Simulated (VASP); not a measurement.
Set up this calculation in VASP 6.6.1, as the native input.

```yaml
Task: single point
Functional: PBEsol
Potentials_or_basis: VASP PAW PBE potentials, release 64 (Ti_sv, C)
Cutoff: 520 eV
k_mesh: 9 × 7 × 1
Occupations: gaussian, width 0.1 eV
Spin: no spin polarisation
Dipole_correction: yes
Further_INCAR_settings: ALGO = Normal; EDIFF = 1e-07; NBANDS = 34
```

The structure of Ti4C lies in POSCAR:

```
Ti4C
1.0
    2.8676282151      0.0000000000      0.0000000000
    0.0000000000      4.0554387137      0.0000000000
    0.0000000000      0.0000000000     19.6054200203
Ti C
4 1
Direct
    0.5000000000      0.5000000000      0.2040252132
    0.0000000000      0.0000000000      0.2771587704
    0.5000000000      0.5000000000      0.3434213386
    0.0000000000      0.0000000000      0.4134275120
    0.5000000000      0.2000000000      0.4512245467
```

The input as run:

INCAR

```
PREC     = Accurate       # precision mode
ENCUT    = 520            # plane-wave cutoff, eV
EDIFF    = 1E-7           # SCF threshold, eV
ISMEAR   = 0              # smearing method
SIGMA    = 0.1            # smearing width, eV
LREAL    = False          # projectors in reciprocal space
LASPH    = True           # aspherical terms in the spheres
NELM     = 60             # most SCF steps
ALGO     = Normal         # electronic algorithm
ISIF     = 2              # what is computed and relaxed
LWAVE    = False          # write WAVECAR
LCHARG   = False          # write CHGCAR
LDIPOL   = True         
IDIPOL   = 3            
DIPOL    = 0.5 0.5 0.338
GGA      = PS             # functional
NBANDS   = 34             # bands
```

KPOINTS

```
regular mesh
0
Gamma
  9 7 1
```

Potentials or basis: VASP PAW PBE potentials, release 64 (Ti_sv, C).

Run with:

```console
$ cat potpaw_PBE.64/Ti_sv/POTCAR potpaw_PBE.64/C/POTCAR > POTCAR
$ mpirun -np 1 vasp_std > vasp.out
```

It gave:

* Largest force: 3.016 eV/Å
* Band gap on the k mesh: zero (bands 26 and 27 overlap by 0.04 eV)

Caveat: the PAW data sets were made with another functional, which shifts forces and pressure a little.

Run time: 3.4 min on 1 thread of AMD EPYC 9R45 96-Core Processor (Zen 5) (shared host), peak memory 0.35 GiB.
